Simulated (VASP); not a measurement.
# MgGaP2 (I-42d) in VASP: single point with PBE

Aim: the single point of MgGaP2 with PBE.

Everything below comes from runs of VASP 6.6.1. Logs are shortened: lines on timing, memory, paths and dates and some standing lists are left out, and cuts for length are marked.

**1. The cell of the first run**

It takes space group I-42d (No. 122, tetragonal). Conventional cell: a = 5.851 Å, b = 5.851 Å, c = 10.312 Å, α = 90.00°, β = 90.00°, γ = 90.00°. Within 3.0 Å of P (site symmetry 2) lie 2 Ga at 2.30 Å and 2 Mg at 2.60 Å. Ga (site symmetry -4) has 4 P at 2.30 Å within 3.0 Å. Within 3.4 Å of Mg (site symmetry -4) lie 4 P at 2.60 Å.

**2. Single point, PBE**

INCAR reads:

```
SYSTEM = MgGaP2
ALGO = Normal ; EDIFF = 1E-7
ENCUT = 520 ; GGA = PE
ISIF = 2 ; ISMEAR = 0
LASPH = .True. ; LCHARG = .True.
LELF = .True. ; LREAL = .False.
LVHAR = .True. ; LWAVE = .False.
NBANDS = 35 ; NELM = 80
PREC = Accurate ; SIGMA = 0.1358
```

KPOINTS reads:

```
k-points
0
Gamma
  7 7 7
  0 0 0
```

POSCAR reads:

```
MgGaP2
1.0
    0.0000000000      5.8508630000      0.0000000000
    5.8508630000      0.0000000000      0.0000000000
    2.9254310000      2.9254310000     -5.1562030000
P Ga Mg
4 2 2
Direct
    0.6679000000      0.1250000000      0.2500000000
    0.8750000000      0.9179000000      0.7500000000
    0.0821000000      0.6250000000      0.2500000000
    0.3750000000      0.3321000000      0.7500000000
    0.0000000000      0.0000000000      0.0000000000
    0.7500000000      0.2500000000      0.5000000000
    0.2500000000      0.7500000000      0.5000000000
    0.5000000000      0.5000000000      0.0000000000
```

Potentials or basis: VASP PAW PBE potentials, release 64 (P, Ga_d, Mg).

Launch:

```
$ cat potpaw_PBE.64/P/POTCAR potpaw_PBE.64/Ga_d/POTCAR potpaw_PBE.64/Mg/POTCAR > POTCAR
$ mpirun -np 1 vasp_std > vasp.out
```

OUTCAR:

```text
SYSTEM = MgGaP2
   EDIFF = 1E-7
   ENCUT = 520
   GGA = PE
   ISIF = 2
   ISMEAR = 0
   LASPH = .True.
   LREAL = .False.
   NELM = 80
   PREC = Accurate

 ion  position               nearest neighbor table
   1  0.668  0.125  0.250-   6 2.30   5 2.30   8 2.60   7 2.60
   2  0.875  0.918  0.750-   5 2.30   6 2.30   7 2.60   8 2.60
   3  0.082  0.625  0.250-   5 2.30   6 2.30   7 2.60   8 2.60
   4  0.375  0.332  0.750-   6 2.30   5 2.30   8 2.60   7 2.60
   5  0.000  0.000  0.000-   2 2.30   1 2.30   3 2.30   4 2.30
   6  0.750  0.250  0.500-   1 2.30   2 2.30   4 2.30   3 2.30
   7  0.250  0.750  0.500-   3 2.60   2 2.60   4 2.60   1 2.60
   8  0.500  0.500  0.000-   4 2.60   1 2.60   3 2.60   2 2.60

  LATTYP: Found a body centered tetragonal cell.
 ALAT       =     5.8508630000
 C/A-ratio  =     1.7625444315

  Lattice vectors:

 A1 = (  -2.9254310000,   2.9254320000,   5.1562030000)
 A2 = (   2.9254320000,  -2.9254310000,   5.1562030000)
 A3 = (   2.9254310000,   2.9254310000,  -5.1562030000)

Analysis of symmetry for initial positions (statically):
=====================================================================
 Subroutine PRICEL returns:
 Original cell was already a primitive cell.

 Routine SETGRP: Setting up the symmetry group for a
 body centered tetragonal supercell.

 Subroutine GETGRP returns: Found  8 space group operations
 (whereof  4 operations were pure point group operations)
 out of a pool of 16 trial point group operations.

The static configuration has the point symmetry S_4 .
 The point group associated with its full space group is D_2d.

Analysis of symmetry for dynamics (positions and initial velocities):
=====================================================================
 Subroutine PRICEL returns:
 Original cell was already a primitive cell.

 Routine SETGRP: Setting up the symmetry group for a
 body centered tetragonal supercell.

 Subroutine GETGRP returns: Found  8 space group operations
 (whereof  4 operations were pure point group operations)
 out of a pool of 16 trial point group operations.

The dynamic configuration has the point symmetry S_4 .
 The point group associated with its full space group is D_2d.

 Subroutine INISYM returns: Found  8 space group operations
 (whereof  4 operations are pure point group operations),
 and found     1 'primitive' translations

----------------------------------------------------------------------------------------

                                     Primitive cell

  volume of cell :     176.5102

  direct lattice vectors                    reciprocal lattice vectors
     0.000000000  5.850863000  0.000000000     0.000000000  0.170914957  0.096970564
     5.850863000  0.000000000  0.000000000     0.170914957  0.000000000  0.096970564
     2.925431000  2.925431000 -5.156203000     0.000000000  0.000000000 -0.193941162

  length of vectors
     5.850863000  5.850863000  6.610803465     0.196507539  0.196507539  0.193941162

  position of ions in fractional coordinates (direct lattice)
     0.667900000  0.125000000  0.250000000
     0.875000000  0.917900000  0.750000000
     0.082100000  0.625000000  0.250000000
     0.375000000  0.332100000  0.750000000
     0.000000000  0.000000000  0.000000000
     0.750000000  0.250000000  0.500000000
     0.250000000  0.750000000  0.500000000
     0.500000000  0.500000000  0.000000000

  ion indices of the primitive-cell ions
   primitive index   ion index
                 1           1
                 2           2
                 3           3
                 4           4
                 5           5
                 6           6
                 7           7
                 8           8

----------------------------------------------------------------------------------------

 KPOINTS: k-points

Automatic generation of k-mesh.
 Grid dimensions read from file:
 generate k-points for:    7    7    7

 Generating k-lattice:

  Cartesian coordinates                     Fractional coordinates (reciprocal lattice)
     0.000000000  0.024416422  0.013852938     0.142857143  0.000000000 -0.000000000
     0.024416422  0.000000000  0.013852938     0.000000000  0.142857143 -0.000000000
     0.000000000  0.000000000 -0.027705880     0.000000000  0.000000000  0.142857143

  Length of vectors
     0.028072506  0.028072506  0.027705880

  Shift w.r.t. Gamma in fractional coordinates (k-lattice)
     0.000000000  0.000000000  0.000000000

 Subroutine IBZKPT returns following result:
 ===========================================

 Found     40 irreducible k-points:

 Following reciprocal coordinates:
            Coordinates               Weight
  0.000000  0.000000  0.000000      1.000000
  0.142857  0.000000  0.000000      8.000000
  0.285714  0.000000  0.000000      8.000000
  0.428571  0.000000 -0.000000      8.000000
  0.142857  0.142857  0.000000      8.000000
  0.285714  0.142857 -0.000000     16.000000
[... 16 lines left out ...]
  0.285714  0.285714  0.142857      8.000000
  0.428571  0.285714  0.142857     16.000000
 [... further k-points ...]
   k-points           NKPTS =     40   k-points in BZ     NKDIM =     40   number of bands    NBANDS=     35
   number of dos      NEDOS =    301   number of ions     NIONS =      8
   total plane-waves  NPLWV = 115200
   dimension x,y,z NGX =    48 NGY =   48 NGZ =   50
   dimension x,y,z NGXF=    96 NGYF=   96 NGZF=  100
   ions per type =               4   2   2
   NGX,Y,Z   is equivalent  to a cutoff of  13.64, 13.64, 12.57 a.u.
   NGXF,Y,Z  is equivalent  to a cutoff of  27.28, 27.28, 25.15 a.u.
 SYSTEM =  MgGaP2
   PREC   = accura    normal or accurate (medium, high low for compatibility)
   ISTART =      0    job   : 0-new  1-cont  2-samecut
   ICHARG =      2    charge: 1-file 2-atom 10-const
   ISPIN  =      1    spin polarized calculation?
   LNONCOLLINEAR =      F non collinear calculations
   LSORBIT =      F    spin-orbit coupling
   LASPH  =      T    aspherical Exc in radial PAW
   ENCUT  =  520.0 eV  38.22 Ry    6.18 a.u.  10.88 10.88 12.29*2*pi/ulx,y,z
   NELM   =     80;   NELMIN=  2; NELMDL= -5     # of ELM steps
   EDIFF  = 0.1E-06   stopping-criterion for ELM
   LREAL  =      F    real-space projection
   EDIFFG = 0.1E-05   stopping-criterion for IOM
   NSW    =      0    number of steps for IOM
   IBRION =     -1    ionic relax: 0-MD 1-quasi-New 2-CG
   NFREE  =      0    steps in history (QN), initial steepest desc. (CG)
   ISIF   =      2    stress and relaxation
   ISYM   =      2    0-nonsym 1-usesym 2-fastsym
   POTIM  = 0.5000    time-step for ionic-motion
   TEBEG  =    0.0;   TEEND  =   0.0 temperature during run
   PSTRESS=    0.0 pullay stress
   NELECT =      50.0000    total number of electrons
   NUPDOWN=      -1.0000    fix difference up-down
   EMIN   =  10.00;   EMAX   =-10.00  energy-range for DOS
   EFERMI =   0.00;   METHOD = LEGACY
   ISMEAR =     0;   SIGMA  =   0.14  broadening in eV -4-tet -1-fermi 0-gaus
   EFERMI_NEDOS =   21; number of points for ismear=-14 and -15
   IALGO  =     38    algorithm
   IMIX   =      4    mixing-type and parameters
     AMIX     =   0.40;   BMIX     =  1.00
     AMIX_MAG =   1.60;   BMIX_MAG =  1.00
  volume/ion in A,a.u.               =      22.06       148.89
  Fermi-wavevector in a.u.,A,eV,Ry     =   1.075164  2.031766 15.728042  1.155978
  Thomas-Fermi vector in A             =   2.211013
   LORBIT       =      0    0 simple, 1 ext, 2 COOP (PROOUT), +10 PAW based schemes
   GGA     = PE    functional components
   LHFCALC =     F    Hartree Fock is set to
   AEXX    =    0.0000 exact exchange contribution
   IVDW    =     0    specifies the selected vdW correction
   LEPSILON=     F    determine dielectric tensor
   LRPA    =     F    only Hartree local field effects (RPA)
 non-spin polarized calculation
 Gauss-broadening in eV      SIGMA  =   0.14
  energy-cutoff  :      520.00
  volume of cell :      176.51
 maximum number of plane-waves:      4778
 NGX is ok and might be reduce to    48
   NGX = 21   NGY = 21   NGZ = 25

 number of electron      49.9999993 magnetization

 Free energy of the ion-electron system (eV)
  ---------------------------------------------------
  ext. energy  EPLUGINS =         0.00000000
  ---------------------------------------------------
  free energy    TOTEN  =       -31.89870633 eV

  energy without entropy =      -31.83694002  energy(sigma->0) =      -31.86782317

 E-fermi :   2.9269     XC(G=0):  -9.0624

 val. band max:        2.9261271426   @ k =  -0.1429   0.0000   0.1429
 cond. band min:       2.9366553785   @ k =   0.2857   0.0000   0.0000
 fundamental gap:      0.0105282359
 Fermi energy:         2.9269109573

 k-point     1 :       0.0000    0.0000    0.0000
  band No.  band energies     occupation
      1     -11.2271      2.00000
      2     -11.2238      2.00000
      3     -11.2238      2.00000
      4     -11.1519      2.00000
      5     -11.1367      2.00000
      6     -11.1367      2.00000
[... 27 lines left out ...]
     34       8.7631      0.00000
     35       8.8842      0.00000

 k-point     2 :       0.1429    0.0000    0.0000
  band No.  band energies     occupation
      1     -11.2277      2.00000
      2     -11.2236      2.00000
      3     -11.2218      2.00000
      4     -11.1531      2.00000
      5     -11.1398      2.00000
      6     -11.1358      2.00000
[... 27 lines left out ...]
     34       8.7046      0.00000
     35       9.3214      0.00000
[... 796 lines left out ...]
     34       9.1527      0.00000
     35       9.2031      0.00000

 k-point    24 :       0.4286    0.2857    0.1429
  band No.  band energies     occupation
      1     -11.2280      2.00000
      2     -11.2273      2.00000
      3     -11.2011      2.00000
      4     -11.1689      2.00000
      5     -11.1482      2.00000
      6     -11.1404      2.00000
[... 27 lines left out ...]
     34       8.8941      0.00000
     35       9.2124      0.00000

 [... further k-points ...]

------------------------ aborting loop because EDIFF is reached ----------------------------------------

  FORCE on cell =-STRESS in cart. coord.  units (eV):
  Direction    XX          YY          ZZ          XY          YZ          ZX
  --------------------------------------------------------------------------------------
  -------------------------------------------------------------------------------------
  Total        3.1641569      3.1641569      3.2891683      0.0000000      0.0000003      0.0000003
  in kB       28.7209450     28.7209450     29.8556696      0.0000000      0.0000029      0.0000029
  external PRESSURE =      29.0991865 kB  Pullay stress =       0.0000000 kB

 VOLUME and BASIS-vectors are now :
 -----------------------------------------------------------------------------
  energy-cutoff  :      520.00
  volume of cell :      176.51
      direct lattice vectors                 reciprocal lattice vectors
     0.000000000  5.850863000  0.000000000     0.000000000  0.170914957  0.096970564
     5.850863000  0.000000000  0.000000000     0.170914957  0.000000000  0.096970564
     2.925431000  2.925431000 -5.156203000     0.000000000  0.000000000 -0.193941162

 POSITION                                       TOTAL-FORCE (eV/Angst)
 -----------------------------------------------------------------------------------
      1.46272      4.63915     -1.28905        -0.000000     -1.002510      0.000000
      7.56458      7.31358     -3.86715        -1.002510     -0.000000      0.000000
      4.38815      1.21171     -1.28905        -0.000000      1.002510      0.000000
      4.13714      4.38815     -3.86715         1.002510     -0.000000      0.000000
      0.00000      0.00000      0.00000         0.000000     -0.000000      0.000000
      2.92543      5.85086     -2.57810        -0.000000     -0.000000      0.000000
      5.85086      2.92543     -2.57810        -0.000000     -0.000000      0.000000
      2.92543      2.92543      0.00000        -0.000000     -0.000000      0.000000
 -----------------------------------------------------------------------------------
    total drift:                                0.000009      0.000009      0.000001

  FREE ENERGIE OF THE ION-ELECTRON SYSTEM (eV)
  ---------------------------------------------------
  free  energy   TOTEN  =       -31.8987063296 eV

  energy  without entropy=      -31.8369400194  energy(sigma->0) =      -31.86782317
```

Wall time 2.1 min (1 thread of Intel Xeon 6975P-C (Granite Rapids), shared host); peak memory 0.46 GiB.

Results:

- Free energy: -31.8987 eV
- Pressure: 2.9 GPa
- Largest force: 1.003 eV/Å
- Band gap on the k mesh: zero (band 25 reaches 3.38 eV, above the bottom of band 26 at 2.58 eV)

Forces in eV/Å, atoms in the order of the input:
```
P    0.000 -1.003  0.000
P   -1.003  0.000  0.000
P    0.000  1.003  0.000
P    1.003  0.000  0.000
Ga   0.000  0.000  0.000
Ga   0.000  0.000  0.000
Mg   0.000  0.000  0.000
Mg   0.000  0.000  0.000
```

Stress tensor (GPa, compression positive):
```
2.87 0.00 0.00
0.00 2.87 0.00
0.00 0.00 2.99
```

Caveat: forces of over 1 eV/Å act on the atoms, so gaps and moduli don't describe the material at rest.
